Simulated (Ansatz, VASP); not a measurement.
## RbBr in VASP and in Ansatz

Contents of INCAR:

```
SYSTEM = RbBr
  ALGO = Normal
  EDIFF = 1E-7
  ENCUT = 520
  GGA = PE
  ISIF = 2
  ISMEAR = -1
  LASPH = .TRUE.
  LCHARG = .FALSE.
  LREAL = .FALSE.
  LWAVE = .FALSE.
  NBANDS = 15
  NELM = 100
  PREC = Accurate
  SIGMA = 0.02
```

The input KPOINTS:

```
k-points
0
G
  6 6 6
  0 0 0
```

The input POSCAR:

```
RbBr
1.0
    4.1242532581     -0.0861968931      0.0000000000
   -0.0861968931      4.1242532581      0.0000000000
    0.0000000000      0.0000000000      4.1242532581
Rb Br
1 1
Direct
    0.0000000000      0.0000000000      0.0000000000
    0.5000000000      0.5000000000      0.5000000000
```

Input for Ansatz:

```yaml
crystal:
  lattice:
    - [4.1242532581, -0.0861968931, 0.0]
    - [-0.0861968931, 4.1242532581, 0.0]
    - [0.0, 0.0, 4.1242532581]
  atoms:
    - { symbol: Rb, position: [0.0, 0.0, 0.0] }
    - { symbol: Br, position: [0.5, 0.5, 0.5] }
kpoints:
  mp_grid: { grid: [6, 6, 6] }
  band_path:
    path:
      - [0.0, 0.0, 0.0]
      - [0.0, 0.5, 0.0]
      - [0.5, 0.5, 0.0]
      - [0.5, 0.5, 0.5]
      - [0.0, 0.5, 0.5]
    npoints: 1
hamiltonian:
  xc: pbe
scf:
  occupations: { method: fermi_dirac, width: 0.02 }
  n_extra_bands: 4
output:
  forces: true
  stress: true
  eigenvalues: true
  write_density: true
  write_potential: true
  elf: true
  volumetric_format: npy
```

Change from the starting cell: shear_xy strain -4.2%.

Alike in both runs: task single point; functional PBE; k mesh 6 × 6 × 6; occupations fermi-dirac, width 0.02 eV; no spin polarisation.

|  | VASP | Ansatz |
| --- | --- | --- |
| version | VASP 6.6.1 | Ansatz 0.2.0 |
| potentials or method | VASP PAW PBE potentials, release 64 (Rb_sv, Br) | plane waves, PAW |
| plane-wave cutoff (eV) | 520 | 420 |
| valence electrons in the cell | 16 | 16 |

```tsv
	VASP	Ansatz	Ansatz less VASP
gap on the k mesh at the Fermi level (eV)	4.09	4.09	+0.002
pressure (GPa)	0.9	0.9	-0.03
traceless stress, the component that is largest in VASP (GPa)	0.28	0.28	-0.004
```
